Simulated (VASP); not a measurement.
Crystal: MnO2.

```
Mn O
1.0
     2.85658    0.00000    0.00000
    -1.42829    2.47387    0.00000
     0.00000    0.00000    4.60137
Mn O
1 2
Direct
  0.00000 0.00000 0.50000
  0.33333 0.66667 0.70629
  0.66667 0.33333 0.29371
```

| Property | Result |
| --- | --- |
| Program | VASP 6.6.1 |
| Task | relaxation of cell and atoms |
| Functional | RPBE |
| Dispersion | D3(BJ) |
| Potentials or basis | VASP PAW PBE potentials, release 64 (Mn_pv, O) |
| Cutoff | 600 eV |
| k mesh | 11 × 11 × 6 |
| Occupations | fermi-dirac, width 0.05 eV |
| Spin | collinear spin, ferromagnetic start |
| Starting moments | [4.0, 0.0, 0.0] μB |

At the start: pressure 3.0 GPa; volume 10.84 Å³/atom.

**Question.** Where does the relaxation end?

**Answer.** Over 16 steps the energy falls by 4.1 meV/atom and the volume is 10.71 Å³/atom (-1.2 %); space group P-3m1 (No. 164, to 0.05 Å); moment 3.00 μB per cell.

The path:
```tsv
step	energy change (eV)	largest force (eV/Å)	pressure (GPa)	volume (Å³)
1	0.0000	0.4889	2.95	32.52
2	0.0042	0.3852	-5.25	33.47
3	-0.0093	0.0803	-0.92	32.94
4	-0.0114	0.0237	-0.34	32.76
5	-0.0115	0.0069	-0.12	32.71
6	-0.0115	0.0090	-0.20	32.71
7	-0.0116	0.0315	0.07	32.65
8	-0.0116	0.0379	0.25	32.64
9	-0.0116	0.0352	0.08	32.64
10	-0.0116	0.0288	0.18	32.63
11	-0.0118	0.0113	-0.13	32.59
12	-0.0119	0.0240	-0.44	32.51
13	-0.0119	0.0226	-0.32	32.50
14	-0.0120	0.0188	-0.38	32.44
15	-0.0121	0.0115	-0.20	32.34
16	-0.0122	0.0030	0.11	32.14
```

Final structure:
```yaml
crystal:
  lattice:
    - [2.85259, 0.00000, 0.00000]
    - [-1.42629, 2.47041, 0.00000]
    - [0.00000, 0.00000, 4.56094]
  atoms:
    - { symbol: Mn, position: [0.00000, 0.00000, 0.50000] }
    - { symbol: O, position: [0.33333, 0.66667, 0.71367] }
    - { symbol: O, position: [0.66667, 0.33333, 0.28633] }
```

Caveat: the PAW data sets were made with another functional, which shifts forces and pressure a little; a cell with one magnetic atom can't hold antiferromagnetic order, which such compounds often take.
